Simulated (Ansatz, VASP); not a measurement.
CuI2 in VASP and in Ansatz

The input INCAR:

```
SYSTEM = CuI2
PREC     = Accurate       ! precision mode
ENCUT    = 520            ! plane-wave cutoff, eV
EDIFF    = 1E-6           ! SCF threshold, eV
ISMEAR   = 0              ! smearing method
SIGMA    = 0.05           ! smearing width, eV
LREAL    = .FALSE.        ! projectors in reciprocal space
LASPH    = .TRUE.         ! aspherical terms in the spheres
NELM     = 150            ! most SCF steps
ALGO     = Normal         ! electronic algorithm
ISIF     = 2              ! what is computed and relaxed
LWAVE    = .FALSE.        ! write WAVECAR
LCHARG   = .TRUE.         ! write CHGCAR
ISPIN    = 2              ! spin polarisation
MAGMOM   = 0.6 0 0        ! initial moments
LORBIT   = 11             ! projections on sites
LMAXMIX  = 4              ! l up to which the mixer works
LDAU     = .TRUE.         ! DFT+U
LDAUTYPE = 2            
LDAUL    = 2 -1           ! shell
LDAUU    = 3 0            ! U, eV
LDAUJ    = 0 0          
LDAUPRINT= 1            
LELF     = .TRUE.         ! ELF
LVHAR    = .TRUE.       
NBANDS   = 24             ! bands
```

The input KPOINTS:

```
regular mesh
0
G
  5 5 5
  0 0 0
```

File POSCAR:

```
CuI2
1.0
    0.0000000000      3.5112550600      3.5112550600
    3.5112550600      0.0000000000      3.5112550600
    3.5112550600      3.5112550600      0.0000000000
Cu I
1 2
Direct
    0.0000000000      0.0000000000      0.0000000000
    0.2500000000      0.2500000000      0.2500000000
    0.7500000000      0.7500000000      0.7500000000
```

The input input.yaml:

```yaml
crystal:
  lattice:
    - [0.0, 3.51125506, 3.51125506]
    - [3.51125506, 0.0, 3.51125506]
    - [3.51125506, 3.51125506, 0.0]
  atoms:
    - { symbol: Cu, position: [0.0, 0.0, 0.0], spin: 0.6 }
    - { symbol: I, position: [0.25, 0.25, 0.25] }
    - { symbol: I, position: [0.75, 0.75, 0.75] }
hamiltonian:
  xc: lda
  pseudopotentials: { kind: paw }
  hubbard: { sites: [{ species: Cu, l: d, u_eff: 3.0 }] }
magnetization:
  spin_polarized: true
kpoints:
  mp_grid: { grid: [5, 5, 5] }
scf:
  occupations: { method: gaussian, width: 0.05 }
output:
  forces: true
  stress: true
  eigenvalues: true
  write_density: true
  write_potential: true
  elf: true
  volumetric_format: npy
```

Alike in both runs: task single point; functional LDA; k mesh 5 × 5 × 5; occupations gaussian, width 0.05 eV; collinear spin; Hubbard terms Cu d U = 3.0 eV.

|  | VASP | Ansatz |
| --- | --- | --- |
| version | VASP 6.6.1 | Ansatz 0.2.0 |
| potentials or method | VASP PAW LDA potentials, release 64 (Cu, I) | Ansatz PAW |
| plane-wave cutoff (eV) | 520 | 420 |
| valence electrons in the cell | 25 | 53 |

|  | VASP | Ansatz | Ansatz less VASP |
| --- | --- | --- | --- |
| gap on the k mesh at the Fermi level (eV) | none | none | - |
| pressure (GPa) | -2.0 | -1.9 | +0.12 |
| net moment per atom (μB) | 0.00 | 0.00 | 0.000 |

LDA's correlation is that of Perdew and Zunger in VASP and of Perdew and Wang (1992) in Ansatz. The programs project onto different local orbitals, so the same U acts differently, and such runs can settle in different states. A gap of «none» marks a metal or a gap that the smearing closes. VASP's potentials hold 25 valence electrons a cell and Ansatz's 53, so a difference there can come from the potentials and not from the codes.

Neither program's run includes spin-orbit coupling. Noted on Ansatz's run: the magnetic or orbital state may not be the lowest.
